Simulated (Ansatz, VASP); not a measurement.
**One calculation of As2Pb, two programs**

```
As Pb
1.0
     3.90272    0.00000    0.00000
     0.00000    3.90272    0.00000
     0.00000    0.00000    5.50289
As Pb
2 1
Direct
  0.50000 0.50000 0.70822
  0.50000 0.50000 0.29178
  0.00000 0.00000 0.00000
```

Change from the starting cell: species swapped into the FeSi2 type (P4/mmm, No. 123).

Alike in both runs: functional PBE; k mesh 12 × 12 × 8; occupations gaussian, width 0.1 eV; no spin polarisation.

Ansatz relaxed the structure, and its values are those at the end. VASP's run is a single point on that final structure, the one shown.

|  | VASP | Ansatz |
| --- | --- | --- |
| version | VASP 6.6.1 | Ansatz 0.2.0 |
| potentials or method | VASP PAW PBE potentials, release 64 (As, Pb_d), cutoff 520 eV | scalar-relativistic, plane waves, PAW |
| valence electrons in the cell | 24 | 44 |

Ansatz gave:

- gap on the k mesh at the Fermi level (eV): none
- pressure (GPa): 0.0
- rms of the force components (eV/Å): 0.001

Q: Estimate VASP's values.

A: gap on the k mesh at the Fermi level (eV): none; pressure (GPa): 0.1; rms of the force components (eV/Å): 0.030.

A gap of «none» marks a metal or a gap that the smearing closes. VASP's potentials hold 24 valence electrons a cell and Ansatz's 44, so a difference there can come from the potentials and not from the codes.

Spin-orbit coupling is off throughout.
